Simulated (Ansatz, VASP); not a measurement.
**Mg2C: VASP beside Ansatz**

```
Mg C
1.0
     3.17504    0.00000    0.00000
     0.00000    3.45047    0.00000
     0.00000    0.00000    4.29341
Mg C
2 1
Direct
  0.50000 0.00000 0.00000
  0.00000 0.50000 0.50000
  0.50000 0.00000 0.50000
```

Change from the starting cell: the structure that the rattled cell fell into.

Alike in both runs: task single point; functional PBE; k mesh 6 × 6 × 4; occupations gaussian, width 0.1 eV; no spin polarisation.

|  | VASP | Ansatz |
| --- | --- | --- |
| version | VASP 6.6.1 | Ansatz 0.2.0 |
| potentials or method | VASP PAW PBE potentials, release 64 (Mg, C), cutoff 520 eV | scalar-relativistic, plane waves, PAW |
| valence electrons in the cell | 8 | 24 |

```tsv
	VASP	Ansatz	Ansatz less VASP
gap on the k mesh at the Fermi level (eV)	none	none	-
pressure (GPa)	-0.2	-0.1	+0.16
traceless stress, the component that is largest in VASP (GPa)	-0.16	-0.14	+0.023
```

A gap of «none» marks a metal or a gap that the smearing closes. With one functional, cell and mesh, what is left measures potentials, basis and numerics. VASP's potentials hold 8 valence electrons a cell and Ansatz's 24, so a difference there can come from the potentials and not from the codes.

The k mesh is coarse, so the values compare programs but aren't converged.
